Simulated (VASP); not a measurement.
**P: single point with PBEsol**

The system is P, a slab with vacuum.

```xyz
4
Lattice="3.0901 0.0000 0.0000 0.0000 32.8017 0.0000 0.0000 0.0000 5.2308" Properties=species:S:1:pos:R:3 pbc="T T T"
P     0.0000   31.8262    3.0974
P     0.0000    0.9755    2.1334
P     1.5451    0.9755    0.4820
P     1.5451   31.8262    4.7487
```

This cell differs from its parent crystal: ratio of the length along z to the lengths across it x 1.2, volume and fractional coordinates fixed.

* Program: VASP 6.6.1
* Task: single point
* Functional: PBEsol
* Potentials or basis: VASP PAW PBE potentials, release 64 (P)
* Cutoff: 520 eV
* k mesh: 10 × 1 × 8
* Occupations: gaussian, width 0.05 eV
* Spin: no spin polarisation

```
Largest force          : 1.650 eV/Å
Band gap on the k mesh : 0.65 eV (least direct gap 1.20 eV)
```

Forces on the atoms (eV/Å):
```
P    0.000 -0.671  1.508
P    0.000  0.671 -1.508
P    0.000  0.671  1.508
P    0.000 -0.671 -1.508
```

Levels at points of the mesh, in eV from the valence-band top:
```tsv
k point	band 7	band 8	band 9	band 10	band 11	band 12	band 13	band 14
(0.00, 0.00, 0.00)	-1.72	-1.58	-0.44	0.00	1.42	3.15	3.17	3.75
(0.50, 0.00, 0.00)	-2.80	-2.80	-1.73	-1.73	0.74	0.74	2.11	2.11
(0.00, 0.00, 0.50)	-2.38	-2.38	-1.01	-1.01	3.20	3.20	3.75	3.75
(0.50, 0.00, 0.50)	-4.30	-4.30	-0.64	-0.64	1.49	1.49	3.19	3.19
```

Run time: 11 min on 1 thread of Intel Xeon 8259CL, with other jobs on the host, peak memory 0.62 GiB.

Caveat: there is no dipole correction, which matters where the two faces differ; semilocal functionals underestimate gaps, and a narrow one can read as zero; the PAW data sets were made with another functional, which shifts forces and pressure a little.
